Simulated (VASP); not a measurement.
# PbS (R3m) in VASP: further runs, part 2 of 2

VASP 6.6.1. The steps go on from the part before.

## Step 5: Single point, r2SCAN

The input, POSCAR:

```
PbS
1.0
    2.1005109999      1.2127305912      3.4301896765
   -2.1005109999      1.2127305912      3.4301896765
    0.0000000000     -2.4254611824      3.4301896765
Pb S
1 1
Direct
    0.9781436749      0.9781436749      0.9781436749
    0.4774576551      0.4774576551      0.4774576551
```

The input, INCAR.step1:

```
SYSTEM = PbS
PREC = Accurate ; ENCUT = 520
ISMEAR = 0 ; SIGMA = 0.01
LREAL = .False. ; LASPH = .True.
NELM = 100 ; NBANDS = 17
GGA = PE ; ALGO = Normal
EDIFF = 1E-4 ; LWAVE = .True.
LCHARG = .False.
```

The input, INCAR.step2:

```
SYSTEM = PbS
PREC = Accurate ; ENCUT = 520
EDIFF = 1E-7 ; ISMEAR = 0
SIGMA = 0.01 ; LREAL = .False.
LASPH = .True. ; NELM = 100
ALGO = Normal ; ISIF = 2
LWAVE = .False. ; LCHARG = .True.
METAGGA = R2SCAN ; LMIXTAU = .True.
LELF = .True. ; LVHAR = .True.
NBANDS = 17 ; ISTART = 1
```

The input, KPOINTS:

```
regular mesh
0
Gamma
  4 4 4
  0 0 0
```

Potentials or basis: VASP PAW PBE potentials, release 64 (Pb_d, S).

On the command line:

```console
cat potpaw_PBE.64/Pb_d/POTCAR potpaw_PBE.64/S/POTCAR > POTCAR
cp INCAR.step1 INCAR
mpirun -np 1 vasp_std > vasp.out
cp INCAR.step2 INCAR
mpirun -np 1 vasp_std > vasp.out
```

OUTCAR:

```text
SYSTEM = PbS
   PREC = Accurate
   ENCUT = 520
   EDIFF = 1E-7
   ISMEAR = 0
   LREAL = .False.
   LASPH = .True.
   NELM = 100
   ISIF = 2
   METAGGA = R2SCAN
   ISTART = 1

 ion  position               nearest neighbor table
   1  0.978  0.978  0.978-   2 2.97   2 2.97   2 2.97   2 2.97   2 2.97   2 2.97
   2  0.477  0.477  0.477-   1 2.97   1 2.97   1 2.97   1 2.97   1 2.97   1 2.97

  LATTYP: Found a trigonal (rhomboedric) cell.
 ALAT       =     4.2010788096
 COS(alpha) =     0.5000135226

  Lattice vectors:
[... 435 lines left out ...]

  FORCE on cell =-STRESS in cart. coord.  units (eV):
  Direction    XX          YY          ZZ          XY          YZ          ZX
  --------------------------------------------------------------------------------------
  -------------------------------------------------------------------------------------
  Total        0.3634102      0.3634102      0.3635171      0.0000000      0.0000000      0.0000000
  in kB       11.1057795     11.1057795     11.1090457      0.0000000      0.0000000      0.0000000
  external PRESSURE =      11.1068682 kB  Pullay stress =       0.0000000 kB

 VOLUME and BASIS-vectors are now :
 -----------------------------------------------------------------------------
  energy-cutoff  :      520.00
  volume of cell :       52.43
      direct lattice vectors                 reciprocal lattice vectors
     2.100511000  1.212730591  3.430189676     0.238037316  0.137430908  0.097176356
    -2.100511000  1.212730591  3.430189676    -0.238037316  0.137430908  0.097176356
     0.000000000 -2.425461182  3.430189676     0.000000000 -0.274861817  0.097176356

 POSITION                                       TOTAL-FORCE (eV/Angst)
 -----------------------------------------------------------------------------------
      0.00000      0.00000     10.06566         0.000000     -0.000000      0.002742
      0.00000      0.00000      4.91331         0.000000      0.000000     -0.002742
 -----------------------------------------------------------------------------------
    total drift:                               -0.000000     -0.000000      0.000082

  FREE ENERGIE OF THE ION-ELECTRON SYSTEM (eV)
  ---------------------------------------------------
  free  energy   TOTEN  =       -65.5955410475 eV

  energy  without entropy=      -65.5955410475  energy(sigma->0) =      -65.59554105
```

OUTCAR.step1:

```text
SYSTEM = PbS
   PREC = Accurate
   ENCUT = 520
   ISMEAR = 0
   LREAL = .False.
   LASPH = .True.
[... 468 lines left out ...]
      0.00000      0.00000     10.06566         0.000000      0.000000      0.005055
      0.00000      0.00000      4.91331         0.000000      0.000000     -0.005055
 -----------------------------------------------------------------------------------
    total drift:                               -0.000000     -0.000000      0.000309

  FREE ENERGIE OF THE ION-ELECTRON SYSTEM (eV)
  ---------------------------------------------------
  free  energy   TOTEN  =        -8.7454536264 eV

  energy  without entropy=       -8.7454536264  energy(sigma->0) =       -8.74545363
```

Wall time 35 s (1 thread of Intel Xeon Platinum 8375C at 2.90GHz (Ice Lake), shared host); peak memory 0.18 GiB.

What came out:

| Item | Value |
| --- | --- |
| Free energy | -65.5955 eV |
| Pressure | 1.1 GPa |
| Band gap on the k mesh | 0.64 eV, direct |

Forces on the atoms (eV/Å):
```
Pb   0.000  0.000  0.003
S    0.000  0.000 -0.003
```

Levels at points of the mesh, in eV from the valence-band top:
| k point | band 7 | band 8 | band 9 | band 10 | band 11 | band 12 | band 13 | band 14 |
| --- | --- | --- | --- | --- | --- | --- | --- | --- |
| (0.00, 0.00, 0.00) | -6.11 | -2.31 | -2.31 | -2.31 | 5.54 | 5.54 | 5.54 | 7.15 |
| (0.50, 0.00, 0.00) | -9.08 | -1.91 | -1.91 | 0.00 | 0.64 | 2.20 | 2.20 | 9.16 |
| (0.50, 0.50, 0.50) | -9.08 | -1.91 | -1.91 | 0.00 | 0.64 | 2.20 | 2.20 | 9.16 |
| (0.50, 0.50, 0.00) | -7.36 | -5.34 | -3.58 | -3.58 | 4.17 | 5.99 | 6.07 | 6.07 |

Caveat: the k points lie up to 0.46 Å⁻¹ apart; the PAW data sets were made with another functional, which shifts forces and pressure a little; spin-orbit coupling is left out, which moves the levels of the heavy elements. A k mesh can miss the band edges.

## Step 6: Single point, r2SCAN

POSCAR is that of step 5.

INCAR.step1 is that of step 5.

The input, INCAR.step2:

```
SYSTEM = PbS
PREC = Accurate ; ENCUT = 520
EDIFF = 1E-6 ; ISMEAR = 0
SIGMA = 0.01 ; LREAL = .False.
LASPH = .True. ; NELM = 100
ALGO = Normal ; ISIF = 2
LWAVE = .False. ; LCHARG = .False.
METAGGA = R2SCAN ; LMIXTAU = .True.
NBANDS = 17 ; ISTART = 1
```

The input, KPOINTS:

```
Automatic mesh
0
Gamma
  6 6 6
  0 0 0
```

Potentials or basis: VASP PAW PBE potentials, release 64 (Pb_d, S).

On the command line:

```console
cat potpaw_PBE.64/Pb_d/POTCAR potpaw_PBE.64/S/POTCAR > POTCAR
cp INCAR.step1 INCAR
mpirun -np 1 vasp_std > vasp.out
cp INCAR.step2 INCAR
mpirun -np 1 vasp_std > vasp.out
```

Run time: 52 s. Hardware: 1 thread of Intel Xeon Platinum 8375C at 2.90GHz (Ice Lake), shared host; peak memory 0.19 GiB.

The run converged. Its results:

- Free energy: -65.6103 eV
- Pressure: 1.0 GPa
- Band gap on the k mesh: 0.64 eV, direct

Levels at points of the mesh, in eV from the valence-band top:
```tsv
k point	band 6	band 7	band 8	band 9	band 10	band 11	band 12	band 13	band 14	band 15
(0.00, 0.00, 0.00)	-14.17	-6.11	-2.31	-2.31	-2.31	5.54	5.54	5.54	7.15	7.15
(0.50, 0.00, 0.00)	-12.93	-9.08	-1.91	-1.91	0.00	0.64	2.19	2.19	9.16	10.63
(0.50, 0.50, 0.50)	-12.93	-9.08	-1.91	-1.91	0.00	0.64	2.19	2.19	9.16	10.63
(0.50, 0.50, 0.00)	-12.47	-7.36	-5.34	-3.58	-3.58	4.17	5.99	6.07	6.07	11.70
```

Caveat: the PAW data sets were made with another functional, which shifts forces and pressure a little; spin-orbit coupling is left out, which moves the levels of the heavy elements.

## Step 7: Single point, HSE06

POSCAR is that of step 6.

The input, INCAR.step1:

```
SYSTEM = PbS
PREC = Accurate ; ENCUT = 520
EDIFF = 1E-5 ; ISMEAR = 0
SIGMA = 0.01 ; LREAL = .False.
LASPH = .True. ; NELM = 80
ALGO = Normal ; ISIF = 2
LWAVE = .True. ; LCHARG = .False.
GGA = PE ; NBANDS = 17
```

The input, INCAR.step2:

```
SYSTEM = PbS
PREC = Accurate ; ENCUT = 520
EDIFF = 1E-6 ; ISMEAR = 0
SIGMA = 0.01 ; LREAL = .False.
LASPH = .True. ; NELM = 80
ALGO = Normal ; ISIF = 2
LWAVE = .False. ; LCHARG = .False.
GGA = PE ; LHFCALC = .True.
HFSCREEN = 0.2079 ; PRECFOCK = Normal
ISTART = 1 ; NBANDS = 17
```

The input, KPOINTS:

```
Automatic mesh
0
Gamma
  4 4 4
  0 0 0
```

On the command line:

```console
cat potpaw_PBE.64/Pb_d/POTCAR potpaw_PBE.64/S/POTCAR > POTCAR
cp INCAR.step1 INCAR
mpirun -np 1 vasp_std > vasp.out
cp INCAR.step2 INCAR
mpirun -np 1 vasp_std > vasp.out
```

Wall time 9.6 min (1 thread of Intel Xeon Platinum 8375C at 2.90GHz (Ice Lake), shared host); peak memory 0.29 GiB.

The run converged. Its results:

* Free energy: -10.3919 eV
* Pressure: 0.8 GPa
* Largest force: 0.003 eV/Å
* Band gap on the k mesh: 0.82 eV, direct

Forces on the atoms (eV/Å):
```
Pb   0.000  0.000  0.003
S    0.000  0.000 -0.003
```

Levels at points of the mesh, in eV from the valence-band top:
| k point | band 7 | band 8 | band 9 | band 10 | band 11 | band 12 | band 13 | band 14 |
| --- | --- | --- | --- | --- | --- | --- | --- | --- |
| (0.00, 0.00, 0.00) | -6.41 | -2.52 | -2.52 | -2.52 | 6.03 | 6.03 | 6.03 | 7.44 |
| (0.50, 0.00, 0.00) | -9.63 | -2.12 | -2.12 | 0.00 | 0.82 | 2.50 | 2.50 | 9.46 |
| (0.50, 0.50, 0.50) | -9.63 | -2.12 | -2.12 | 0.00 | 0.82 | 2.50 | 2.50 | 9.46 |
| (0.50, 0.50, 0.00) | -7.70 | -5.81 | -3.89 | -3.89 | 4.39 | 6.46 | 6.56 | 6.56 |

Caveat: the k points lie up to 0.46 Å⁻¹ apart; the PAW data sets were made with another functional, which shifts forces and pressure a little; spin-orbit coupling is left out, which moves the levels of the heavy elements. A k mesh can miss the band edges.

## Step 8: Summary

| level | potentials or basis | k mesh | grid for exact exchange (PRECFOCK) | screening parameter | gap on the mesh (eV) | pressure (GPa) |
| --- | --- | --- | --- | --- | --- | --- |
| LDA | VASP PAW LDA potentials, release 64 (Pb_d, S) | 4 × 4 × 4 | - | - | 0.22 | -2.7 |
| PBE | VASP PAW PBE potentials, release 64 (Pb_d, S) | 4 × 4 × 4 | - | - | 0.38 | 1.9 |
| r2SCAN | VASP PAW PBE potentials, release 64 (Pb_d, S) | 4 × 4 × 4 | - | - | 0.64 | 1.1 |
| r2SCAN | VASP PAW PBE potentials, release 64 (Pb_d, S) | 6 × 6 × 6 | - | - | 0.64 | 1.0 |
| HSE06 | VASP PAW PBE potentials, release 64 (Pb_d, S) | 4 × 4 × 4 | Normal | 0.2079 1/Å | 0.82 | 0.8 |

Alike in all rows: task single point; no spin polarisation; cell as given; cutoff (eV) 520; smearing gaussian 0.01 eV.

Caveats: some runs use coarse meshes; spin-orbit coupling is left out, which moves the levels of the heavy elements; the PAW data sets were made with another functional, which shifts forces and pressure a little (some runs).

Total energies depend on the potentials used, so only differences within one code and one set of settings carry meaning.
